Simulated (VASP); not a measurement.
# W18S35O (a cell with a defect) in VASP: single point with PBE

Aim: the single point of W18S35O (a cell with a defect) with PBE.

All numbers are computed with VASP 6.6.1; they aren't measurements. Logs are shortened: lines on timing, memory, paths and dates and some standing lists are left out, and cuts for length are marked.

**1. The cell of the first run**

The cell holds a defect, 54 atoms: a = 9.540 Å, b = 9.540 Å, c = 12.500 Å, α = 90.00°, β = 90.00°, γ = 120.00°.

**2. Single point, PBE**

INCAR

```
  PREC = Accurate
  ENCUT = 520
  EDIFF = 1E-7
  ISMEAR = -1
  SIGMA = 0.01
  LREAL = Auto
  LASPH = T
  NELM = 80
  ALGO = Normal
  ISIF = 2
  LWAVE = F
  LCHARG = F
  GGA = PE
  NBANDS = 267
  LUSENCCL = F
```

KPOINTS

```
Automatic mesh
0
Gamma
  3 3 2
```

POSCAR

```
W18S35O
1.0
    9.5399999999      0.0000000000      0.0000000000
   -4.7700000000      8.2618823521      0.0000000000
    0.0000000000      0.0000000000     12.5000000000
W O S
18 1 35
Direct
    0.1111111111      0.2222222222      0.2494974285
    0.1111266365      0.5555024175      0.2498809631
    0.1111266365      0.8889575523      0.2498809631
    0.4443757810      0.2222066968      0.2498809631
    0.4443757810      0.5555024175      0.2498809631
    0.4444444444      0.8888888889      0.2498928091
    0.7778309158      0.2222066968      0.2498809631
    0.7777777778      0.5555555556      0.2498251552
    0.7778309158      0.8889575523      0.2498809631
    0.2183172252      0.1150161082      0.7507898810
    0.2183172252      0.4366344504      0.7507898810
    0.2226299880      0.7779816607      0.7470640875
    0.5553516727      0.1107033453      0.7470640875
    0.5545717874      0.4439525604      0.7484872215
    0.5553516727      0.7779816607      0.7470640875
    0.8966988830      0.1150161082      0.7507898810
    0.8893807730      0.4439525604      0.7484872215
    0.8893807730      0.7787615459      0.7484872215
    0.1111111111      0.2222222222      0.6627339176
    0.1114379828      0.5510022960      0.6231640927
    0.1114379828      0.8937690201      0.6231640927
    0.4395643132      0.2218953506      0.6231640927
    0.4395643132      0.5510022960      0.6231640927
    0.4444444444      0.8888888889      0.6214112714
    0.7823310373      0.2218953506      0.6231640927
    0.7777777778      0.5555555556      0.6231977156
    0.7823310373      0.8937690201      0.6231640927
    0.2223646751      0.1109686583      0.1242578653
    0.2223646751      0.4447293501      0.1242578653
    0.2222334549      0.7777833941      0.1243843894
    0.5555499392      0.1110998785      0.1243843894
    0.5555159793      0.4444246563      0.1243190361
    0.5555499392      0.7777833941      0.1243843894
    0.8886039832      0.1109686583      0.1242578653
    0.8889086770      0.4444246563      0.1243190361
    0.8889086770      0.7778173540      0.1243190361
    0.1111111111      0.2222222222      0.8827629858
    0.1129613278      0.5561767858      0.8733786002
    0.1129613278      0.8901178753      0.8733786002
    0.4432154580      0.2203720055      0.8733786002
    0.4432154580      0.5561767858      0.8733786002
    0.4444444444      0.8888888889      0.8722497024
    0.7771565475      0.2203720055      0.8733786002
    0.7777777778      0.5555555556      0.8737996743
    0.7771565475      0.8901178753      0.8733786002
    0.2219786290      0.1113547043      0.3753266166
    0.2219786290      0.4439572580      0.3753266166
    0.2221717231      0.7777525282      0.3753742519
    0.5555808051      0.1111616102      0.3753742519
    0.5554932158      0.4444132746      0.3753591187
    0.5555808051      0.7777525282      0.3753742519
    0.8893760753      0.1113547043      0.3753266166
    0.8889200588      0.4444132746      0.3753591187
    0.8889200588      0.7778401175      0.3753591187
```

Potentials or basis: VASP PAW PBE potentials, release 64 (W_sv, O, S).

Run with:

```sh
$ cat potpaw_PBE.64/W_sv/POTCAR potpaw_PBE.64/O/POTCAR potpaw_PBE.64/S/POTCAR > POTCAR
$ mpirun -np 1 vasp_std > vasp.out
```

OUTCAR:

```text
PREC = Accurate
   ENCUT = 520
   EDIFF = 1E-7
   ISMEAR = -1
   LREAL = Auto
   LASPH = T
   NELM = 80
   ISIF = 2
   GGA = PE

 ion  position               nearest neighbor table
   1  0.111  0.222  0.249-  52 2.41  46 2.41  47 2.41  34 2.41  28 2.41  29 2.41   7 3.18   4 3.18
                             5 3.18   9 3.18   2 3.18   3 3.18
   2  0.111  0.556  0.250-  29 2.41  53 2.41  48 2.42  30 2.42  35 2.42  47 2.42   5 3.18   1 3.18
                             7 3.18   6 3.18   8 3.18   3 3.18
   3  0.111  0.889  0.250-  28 2.41  54 2.41  48 2.42  30 2.42  36 2.42  46 2.42   4 3.18   1 3.18
                             9 3.18   6 3.18   8 3.18   2 3.18
   4  0.444  0.222  0.250-  28 2.41  50 2.41  49 2.42  31 2.42  32 2.42  46 2.42   3 3.18   1 3.18
                             5 3.18   6 3.18   8 3.18   7 3.18
   5  0.444  0.556  0.250-  29 2.41  50 2.41  51 2.42  33 2.42  32 2.42  47 2.42   2 3.18   1 3.18
                             4 3.18   6 3.18   8 3.18   9 3.18
   6  0.444  0.889  0.250-  30 2.41  33 2.41  31 2.41  48 2.42  49 2.42  51 2.42   3 3.18   4 3.18
                             2 3.18   7 3.18   9 3.18   5 3.18
   7  0.778  0.222  0.250-  34 2.41  53 2.41  49 2.42  31 2.42  35 2.42  52 2.42   9 3.18   1 3.18
                             2 3.18   6 3.18   8 3.18   4 3.18
   8  0.778  0.556  0.250-  36 2.42  32 2.42  35 2.42  54 2.42  50 2.42  53 2.42   3 3.18   9 3.18
                             5 3.18   2 3.18   4 3.18   7 3.18
   9  0.778  0.889  0.250-  34 2.41  54 2.41  51 2.42  33 2.42  36 2.42  52 2.42   7 3.18   1 3.18
[... 53 lines left out ...]
  53  0.889  0.444  0.375-   2 2.41   7 2.41   8 2.42
  54  0.889  0.778  0.375-   3 2.41   9 2.41   8 2.42

  LATTYP: Found a hexagonal cell.
 ALAT       =     9.5399999999
 C/A-ratio  =     1.3102725367

  Lattice vectors:

 A1 = (   9.5399999999,   0.0000000000,   0.0000000000)
 A2 = (  -4.7700000000,   8.2618823521,   0.0000000000)
 A3 = (   0.0000000000,   0.0000000000,  12.5000000000)

Analysis of symmetry for initial positions (statically):
=====================================================================
 Subroutine PRICEL returns:
 Original cell was already a primitive cell.

 Routine SETGRP: Setting up the symmetry group for a
 hexagonal supercell.

 Subroutine GETGRP returns: Found  6 space group operations
 (whereof  2 operations were pure point group operations)
 out of a pool of 24 trial point group operations.

The static configuration has the point symmetry C_1h.
 The point group associated with its full space group is C_3v.

Analysis of symmetry for dynamics (positions and initial velocities):
=====================================================================
 Subroutine PRICEL returns:
 Original cell was already a primitive cell.

 Routine SETGRP: Setting up the symmetry group for a
 hexagonal supercell.

 Subroutine GETGRP returns: Found  6 space group operations
 (whereof  2 operations were pure point group operations)
 out of a pool of 24 trial point group operations.

The dynamic configuration has the point symmetry C_1h.
 The point group associated with its full space group is C_3v.

 Subroutine INISYM returns: Found  6 space group operations
 (whereof  2 operations are pure point group operations),
 and found     1 'primitive' translations

----------------------------------------------------------------------------------------

                                     Primitive cell

  volume of cell :     985.2295

  direct lattice vectors                    reciprocal lattice vectors
     9.540000000  0.000000000  0.000000000     0.104821803  0.060518896 -0.000000000
    -4.770000000  8.261882352  0.000000000     0.000000000  0.121037792  0.000000000
     0.000000000  0.000000000 12.500000000     0.000000000 -0.000000000  0.080000000

  length of vectors
     9.540000000  9.540000000 12.500000000     0.121037792  0.121037792  0.080000000

  position of ions in fractional coordinates (direct lattice)
     0.111111111  0.222222222  0.249497428
     0.111126637  0.555502418  0.249880963
     0.111126637  0.888957552  0.249880963
     0.444375781  0.222206697  0.249880963
     0.444375781  0.555502418  0.249880963
     0.444444444  0.888888889  0.249892809
[... 46 lines left out ...]
     0.888920059  0.444413275  0.375359119
     0.888920059  0.777840117  0.375359119

  ion indices of the primitive-cell ions
   primitive index   ion index
                 1           1
                 2           2
                 3           3
                 4           4
                 5           5
                 6           6
[... 46 lines left out ...]
                53          53
                54          54

----------------------------------------------------------------------------------------

 KPOINTS: Automatic mesh

Automatic generation of k-mesh.
 Grid dimensions read from file:
 generate k-points for:    3    3    2

 Generating k-lattice:

  Cartesian coordinates                     Fractional coordinates (reciprocal lattice)
     0.034940601  0.020172965 -0.000000000     0.333333333  0.000000000  0.000000000
     0.000000000  0.040345931  0.000000000     0.000000000  0.333333333  0.000000000
     0.000000000 -0.000000000  0.040000000     0.000000000  0.000000000  0.500000000

  Length of vectors
     0.040345931  0.040345931  0.040000000

  Shift w.r.t. Gamma in fractional coordinates (k-lattice)
     0.000000000  0.000000000  0.000000000

 Subroutine IBZKPT returns following result:
 ===========================================

 Found      6 irreducible k-points:

 Following reciprocal coordinates:
            Coordinates               Weight
  0.000000  0.000000  0.000000      1.000000
  0.333333  0.000000  0.000000      6.000000
  0.333333  0.333333  0.000000      2.000000
  0.000000  0.000000  0.500000      1.000000
  0.333333  0.000000  0.500000      6.000000
  0.333333  0.333333  0.500000      2.000000
   k-points           NKPTS =      6   k-points in BZ     NKDIM =      6   number of bands    NBANDS=    267
   number of dos      NEDOS =    301   number of ions     NIONS =     54
   total plane-waves  NPLWV = 497664
   dimension x,y,z NGX =    72 NGY =   72 NGZ =   96
   dimension x,y,z NGXF=   144 NGYF=  144 NGZF=  192
   ions per type =              18   1  35
   NGX,Y,Z   is equivalent  to a cutoff of  12.55, 12.55, 12.77 a.u.
   NGXF,Y,Z  is equivalent  to a cutoff of  25.09, 25.09, 25.54 a.u.
 SYSTEM =  unknown system
   PREC   = accura    normal or accurate (medium, high low for compatibility)
   ISTART =      0    job   : 0-new  1-cont  2-samecut
   ICHARG =      2    charge: 1-file 2-atom 10-const
   ISPIN  =      1    spin polarized calculation?
   LNONCOLLINEAR =      F non collinear calculations
   LSORBIT =      F    spin-orbit coupling
   LASPH  =      T    aspherical Exc in radial PAW
   ENCUT  =  520.0 eV  38.22 Ry    6.18 a.u.  17.74 17.74 23.24*2*pi/ulx,y,z
   NELM   =     80;   NELMIN=  2; NELMDL= -5     # of ELM steps
   EDIFF  = 0.1E-06   stopping-criterion for ELM
   LREAL  =      T    real-space projection
   EDIFFG = 0.1E-05   stopping-criterion for IOM
   NSW    =      0    number of steps for IOM
   IBRION =     -1    ionic relax: 0-MD 1-quasi-New 2-CG
   NFREE  =      0    steps in history (QN), initial steepest desc. (CG)
   ISIF   =      2    stress and relaxation
   ISYM   =      2    0-nonsym 1-usesym 2-fastsym
   POTIM  = 0.5000    time-step for ionic-motion
   TEBEG  =    0.0;   TEEND  =   0.0 temperature during run
   PSTRESS=    0.0 pullay stress
   NELECT =     468.0000    total number of electrons
   NUPDOWN=      -1.0000    fix difference up-down
   EMIN   =  10.00;   EMAX   =-10.00  energy-range for DOS
   EFERMI =   0.00;   METHOD = LEGACY
   ISMEAR =    -1;   SIGMA  =   0.01  broadening in eV -4-tet -1-fermi 0-gaus
   EFERMI_NEDOS =   21; number of points for ismear=-14 and -15
   IALGO  =     38    algorithm
   IMIX   =      4    mixing-type and parameters
     AMIX     =   0.40;   BMIX     =  1.00
     AMIX_MAG =   1.60;   BMIX_MAG =  1.00
  volume/ion in A,a.u.               =      18.24       123.12
  Fermi-wavevector in a.u.,A,eV,Ry     =   1.277353  2.413847 22.199688  1.631631
  Thomas-Fermi vector in A             =   2.409958
   LORBIT       =      0    0 simple, 1 ext, 2 COOP (PROOUT), +10 PAW based schemes
   GGA     = PE    functional components
   LHFCALC =     F    Hartree Fock is set to
   AEXX    =    0.0000 exact exchange contribution
   IVDW    =     0    specifies the selected vdW correction
   LEPSILON=     F    determine dielectric tensor
   LRPA    =     F    only Hartree local field effects (RPA)
 non-spin polarized calculation
  energy-cutoff  :      520.00
  volume of cell :      985.23
 maximum number of plane-waves:     26586
 NGX is ok and might be reduce to    72
   NGX = 35   NGY = 35   NGZ = 47

 number of electron     468.0000013 magnetization

 Free energy of the ion-electron system (eV)
  ---------------------------------------------------
  ext. energy  EPLUGINS =         0.00000000
  ---------------------------------------------------
  free energy    TOTEN  =      -427.77775660 eV

  energy without entropy =     -427.77775660  energy(sigma->0) =     -427.77775660

 E-fermi :   7.2299     XC(G=0): -10.7289

 val. band max:        7.0121136718   @ k =   0.0000   0.0000   0.0000
 cond. band min:       8.0989905851   @ k =   0.0000   0.0000   0.5000
 fundamental gap:      1.0868769133
 Fermi energy:         7.2298888235

 k-point     1 :       0.0000    0.0000    0.0000
  band No.  band energies     occupation
      1     -67.8751      2.00000
      2     -67.8643      2.00000
      3     -67.8643      2.00000
      4     -67.6741      2.00000
      5     -67.6676      2.00000
      6     -67.6676      2.00000
[... 1483 lines left out ...]
    245       8.7089      0.00000
    246       8.7247      0.00000
 [bands above 246 left out]

------------------------ aborting loop because EDIFF is reached ----------------------------------------

  FORCE on cell =-STRESS in cart. coord.  units (eV):
  Direction    XX          YY          ZZ          XY          YZ          ZX
  --------------------------------------------------------------------------------------
  -------------------------------------------------------------------------------------
  Total        1.1649829      1.1649829     14.2507877     -0.0000000      0.0000000     -0.0000000
  in kB        1.8944918      1.8944918     23.1745900     -0.0000000      0.0000000     -0.0000000
  external PRESSURE =       8.9878579 kB  Pullay stress =       0.0000000 kB

 VOLUME and BASIS-vectors are now :
 -----------------------------------------------------------------------------
  energy-cutoff  :      520.00
  volume of cell :      985.23
      direct lattice vectors                 reciprocal lattice vectors
     9.540000000  0.000000000  0.000000000     0.104821803  0.060518896 -0.000000000
    -4.770000000  8.261882352  0.000000000     0.000000000  0.121037792  0.000000000
     0.000000000  0.000000000 12.500000000     0.000000000 -0.000000000  0.080000000

 POSITION                                       TOTAL-FORCE (eV/Angst)
 -----------------------------------------------------------------------------------
     -0.00000      1.83597      3.11872         0.000000     -0.000000      0.000195
     -1.58960      4.58950      3.12351        -0.000339      0.001133      0.000320
     -3.18018      7.34446      3.12351         0.000811     -0.000860      0.000320
      3.17942      1.83585      3.12351         0.001151     -0.000272      0.000320
      1.58960      4.58950      3.12351         0.000339      0.001133      0.000320
     -0.00000      7.34390      3.12366         0.000000     -0.000000     -0.000833
[... 46 lines left out ...]
      6.36045      3.67169      4.69199         0.000697     -0.000403      0.001395
      4.77000      6.42642      4.69199        -0.000000      0.000805      0.001395
 -----------------------------------------------------------------------------------
    total drift:                               -0.000001     -0.000007     -0.018532

  FREE ENERGIE OF THE ION-ELECTRON SYSTEM (eV)
  ---------------------------------------------------
  free  energy   TOTEN  =      -427.7777566017 eV

  energy  without entropy=     -427.7777566017  energy(sigma->0) =     -427.77775660
```

It took 3.6 min on 1 × NVIDIA H100 80GB with 1 thread of AMD EPYC 7R13 (Zen 3), shared host; peak memory 2.4 GiB.

Results:

- Free energy: -427.7778 eV
- Pressure: 0.9 GPa
- Largest force: 0.134 eV/Å
- Band gap on the k mesh: 1.09 eV

Forces on the atoms (eV/Å):
```
W    0.000  0.000  0.000
W    0.000  0.001  0.000
W    0.001 -0.001  0.000
W    0.001  0.000  0.000
W    0.000  0.001  0.000
W    0.000  0.000 -0.001
W   -0.001  0.000  0.000
W    0.000  0.000  0.001
W   -0.001 -0.001  0.000
W    0.054 -0.031  0.058
W    0.000  0.063  0.058
W   -0.005 -0.003  0.001
W    0.000  0.005  0.001
W    0.000  0.000 -0.008
W    0.005 -0.003  0.001
W   -0.054 -0.031  0.058
W    0.000  0.000 -0.008
W    0.000  0.000 -0.008
O    0.000  0.000 -0.134
S   -0.001 -0.004 -0.006
S   -0.004  0.001 -0.006
S   -0.003  0.003 -0.006
S    0.001 -0.004 -0.006
S    0.000  0.000 -0.001
S    0.003  0.003 -0.006
S    0.000  0.000  0.001
S    0.004  0.001 -0.006
S    0.004 -0.002 -0.004
S    0.000  0.004 -0.004
S    0.001  0.001 -0.001
S    0.000 -0.001 -0.001
S    0.001  0.001 -0.003
S   -0.001  0.001 -0.001
S   -0.004 -0.002 -0.004
S   -0.001  0.001 -0.003
S    0.000 -0.001 -0.003
S    0.000  0.000 -0.019
S   -0.001  0.004  0.001
S    0.003 -0.003  0.001
S    0.004 -0.001  0.001
S    0.001  0.004  0.001
S    0.000  0.000  0.006
S   -0.004 -0.001  0.001
S    0.000  0.000  0.018
S   -0.003 -0.003  0.001
S   -0.002  0.001  0.005
S    0.000 -0.002  0.005
S    0.000  0.000  0.004
S    0.000  0.000  0.004
S   -0.001  0.000  0.001
S    0.000  0.000  0.004
S    0.002  0.001  0.005
S    0.001  0.000  0.001
S    0.000  0.001  0.001
```

Caveat: spin-orbit coupling is left out, which moves the levels of the heavy elements.
